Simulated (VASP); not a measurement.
Here is a VASP 6.6.1 calculation.

File INCAR:

```
SYSTEM = Si
  PREC = Accurate
  ENCUT = 520
  EDIFF = 1E-6
  ISMEAR = 0
  SIGMA = 0.1
  LREAL = .FALSE.
  LASPH = .TRUE.
  NELM = 80
  ALGO = Normal
  ISIF = 2
  LWAVE = .FALSE.
  LCHARG = .TRUE.
  LDIPOL = .TRUE.
  IDIPOL = 3
  DIPOL = 0.5 0.5 0.500
  GGA = CA
  LELF = .TRUE.
  LVHAR = .TRUE.
  LVACPOTAV = .TRUE.
  NBANDS = 11
```

The input KPOINTS:

```
regular mesh
0
G
  15 15 1
  0 0 0
```

Contents of POSCAR:

```
Si
1.0
    3.7080000000      0.0000000000      0.0000000000
   -1.8540000000      3.2112221972      0.0000000000
    0.0000000000      0.0000000000     28.0000000000
Si
2
Direct
    0.3333333333      0.6666666667      0.5127500000
    0.6666666667      0.3333333333      0.4872500000
```

Potentials or basis: VASP PAW LDA potentials, release 64 (Si).

Launch:

```console
$ cat potpaw_LDA.64/Si/POTCAR > POTCAR
$ mpirun -np 1 vasp_std > vasp.out
```

(1) What does it give for the band gap on the k mesh?

(2) Estimate the largest force.

Results:

(1) zero (filled and empty bands touch).

(2) 0.581 eV/Å.
